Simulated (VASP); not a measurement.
## BeS: single point with PBE

BeS:

```
Be S
1.0
     0.00000    2.33693    2.50708
     2.33693    0.00000    2.50708
     2.33693    2.33693    0.00000
Be S
1 1
Direct
  0.00000 0.00000 0.00000
  0.25000 0.25000 0.25000
```

This cell differs from its parent crystal: epitaxial xy strain -4.0%.

```
Program             : VASP 6.6.1
Task                : single point
Functional          : PBE
Potentials or basis : VASP PAW PBE potentials, release 64 (Be, S)
Cutoff              : 520 eV
k mesh              : 6 × 6 × 6
Occupations         : gaussian, width 0.01 eV
Spin                : no spin polarisation
```

```yaml
Pressure: 5.9 GPa
Band_gap_on_the_k_mesh: 2.69 eV, indirect (least direct gap 5.51 eV)
```

Stress tensor (GPa, compression positive):
```
8.51 0.00 0.00
0.00 8.51 0.00
0.00 0.00 0.57
```

Levels at points of the mesh, in eV from the valence-band top:
```tsv
k point	band 2	band 3	band 4	band 5	band 6	band 7
(0.00, 0.00, 0.00)	-0.44	0.00	0.00	5.51	5.51	5.60
(0.50, 0.00, 0.00)	-6.20	-1.59	-0.88	5.08	6.50	6.74
(0.50, 0.50, 0.00)	-5.70	-2.53	-2.53	3.28	5.17	12.93
(0.50, 0.00, 0.50)	-5.21	-3.17	-3.05	2.69	4.53	12.50
```

Run time: 5.5 s on 1 thread of Intel(R) Xeon(R) 6975P-C (Granite Rapids) (shared host), peak memory 0.14 GiB.

Caveat: the cell differs from its parent crystal (epitaxial xy strain -4.0%). A k mesh can miss the band edges.
